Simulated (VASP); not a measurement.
## Si: single point with PBE

Crystal: Si.

```
CELL_PARAMETERS angstrom
3.50734 0.00000 0.00000
0.00000 3.50734 0.00000
0.00000 0.00000 2.64666
ATOMIC_POSITIONS crystal
Si 0.00000 0.50000 0.00103
Si 0.50000 0.00000 0.99897
```

The cell was built from a structure type or drawn by symmetry, and may not be a known phase.

```json
{
 "Program": "VASP 6.6.1",
 "Task": "single point",
 "Functional": "PBE",
 "Potentials or basis": "VASP PAW PBE potentials, release 64 (Si)",
 "Cutoff": "520 eV",
 "k mesh": "6 × 6 × 4",
 "Occupations": "gaussian, width 0.1 eV",
 "Spin": "no spin polarisation"
}
```

```
Pressure               : 0.0 GPa
Band gap on the k mesh : zero (bands 4 and 5 overlap by 4.05 eV)
```

Forces on the atoms (eV/Å):
```
Si   0.000  0.000 -0.003
Si   0.000  0.000  0.003
```

Stress tensor (GPa, compression positive):
```
 0.13  0.00  0.00
 0.00  0.13  0.00
 0.00  0.00 -0.25
```

Levels at points of the mesh, in eV from the Fermi level:
| k point | band 1 | band 2 | band 3 | band 4 | band 5 | band 6 | band 7 | band 8 | band 9 |
| --- | --- | --- | --- | --- | --- | --- | --- | --- | --- |
| (0.00, 0.00, 0.00) | -12.97 | -2.39 | -2.38 | -2.38 | 1.83 | 6.07 | 7.04 | 8.07 | 8.78 |
| (0.50, 0.00, 0.00) | -10.10 | -10.10 | 0.32 | 0.32 | 2.15 | 2.15 | 8.46 | 8.46 | 10.91 |
| (0.50, 0.50, 0.00) | -8.01 | -8.01 | -6.28 | -6.28 | 9.75 | 9.75 | 10.24 | 10.24 | 12.46 |
| (0.00, 0.00, 0.50) | -9.14 | -6.33 | 0.40 | 0.40 | 1.48 | 3.70 | 4.84 | 5.62 | 5.62 |
| (0.50, 0.00, 0.50) | -6.29 | -6.29 | -3.68 | -3.68 | 2.99 | 2.99 | 6.83 | 6.83 | 8.46 |
| (0.50, 0.50, 0.50) | -3.72 | -3.72 | -3.27 | -3.27 | -2.32 | -2.32 | 1.68 | 1.68 | 15.10 |

It took 4.3 s on 1 thread of Intel(R) Xeon(R) Platinum 8559C (Emerald Rapids) (shared host), peak memory 0.13 GiB.

Caveat: the k points lie up to 0.59 Å⁻¹ apart, too coarse for converged energies and pressures of a metal.
